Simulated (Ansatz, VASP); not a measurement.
This is a calculation of MgO for VASP 6.6.1.

The input INCAR:

```
SYSTEM = MgO
PREC = Accurate
ENCUT = 520
EDIFF = 1E-6
ISMEAR = -1
SIGMA = 0.05
LREAL = .False.
LASPH = .True.
NELM = 80
ALGO = Normal
ISIF = 2
LWAVE = .False.
LCHARG = .True.
LELF = .True.
LVHAR = .True.
NBANDS = 16
```

The input KPOINTS:

```
Automatic mesh
0
Gamma
  9 9 6
  0 0 0
```

Contents of POSCAR:

```
MgO
1.0
    3.2855864049      0.0000000000      0.0000000000
   -1.6427932025      2.8454012930      0.0000000000
    0.0000000000      0.0000000000      4.9494385035
Mg O
2 2
Direct
    0.6666666667      0.3333333333      0.5021597400
    0.3333333333      0.6666666667      0.0021597400
    0.6666666667      0.3333333333      0.9024402600
    0.3333333333      0.6666666667      0.4024402600
```

Potentials or basis: VASP PAW LDA potentials, release 64 (Mg, O).

Run with:

```sh
$ cat potpaw_LDA.64/Mg/POTCAR potpaw_LDA.64/O/POTCAR > POTCAR
$ mpirun -np 1 vasp_std > vasp.out
```

Q: Translate it to Ansatz 0.2.0. Potentials there: Ansatz PAW.

A: As run (the cutoff follows the program's own potentials):

Contents of input.yaml:

```yaml
crystal:
  lattice:
    - [3.2855864049, 0.0, 0.0]
    - [-1.6427932025, 2.845401293, 0.0]
    - [0.0, 0.0, 4.9494385035]
  atoms:
    - { symbol: Mg, position: [0.6666666667, 0.3333333333, 0.50215974] }
    - { symbol: Mg, position: [0.3333333333, 0.6666666667, 0.00215974] }
    - { symbol: O, position: [0.6666666667, 0.3333333333, 0.90244026] }
    - { symbol: O, position: [0.3333333333, 0.6666666667, 0.40244026] }
hamiltonian:
  xc: lda
  pseudopotentials: { kind: paw }
kpoints:
  mp_grid: { grid: [9, 9, 6] }
scf:
  occupations: { method: fermi_dirac, width: 0.05 }
output:
  forces: true
  stress: true
  eigenvalues: true
```

Potentials or basis: Ansatz PAW.

Command:

```bash
$ ansatz run input.yaml --threads 1 --pin off --max-ram 3584MiB --backend cpu --events-out ev --progress --plain --runs-dir out
```

Both were run:

|  | VASP | Ansatz | Ansatz less VASP |
| --- | --- | --- | --- |
| gap on the k mesh at the Fermi level (eV) | 3.47 | 3.47 | +0.002 |
| least direct gap on the mesh (eV) | 3.47 | 3.47 | +0.002 |
| pressure (GPa) | -3.0 | -1.9 | +1.10 |
| traceless stress, the component that is largest in VASP (GPa) | 0.19 | 0.07 | -0.122 |
| rms of the force components (eV/Å) | 0.016 | 0.012 | -0.0036 |

LDA's correlation is that of Perdew and Zunger in VASP and of Perdew and Wang (1992) in Ansatz. Atom by atom the forces differ by 0.004 eV/Å (rms over components). VASP's potentials hold 16 valence electrons a cell and Ansatz's 32, so a difference there can come from the potentials and not from the codes.

Noted on Ansatz's run: odd divisions of the mesh miss points on the zone boundary, where band edges often lie, so the gap on the mesh can be too wide.
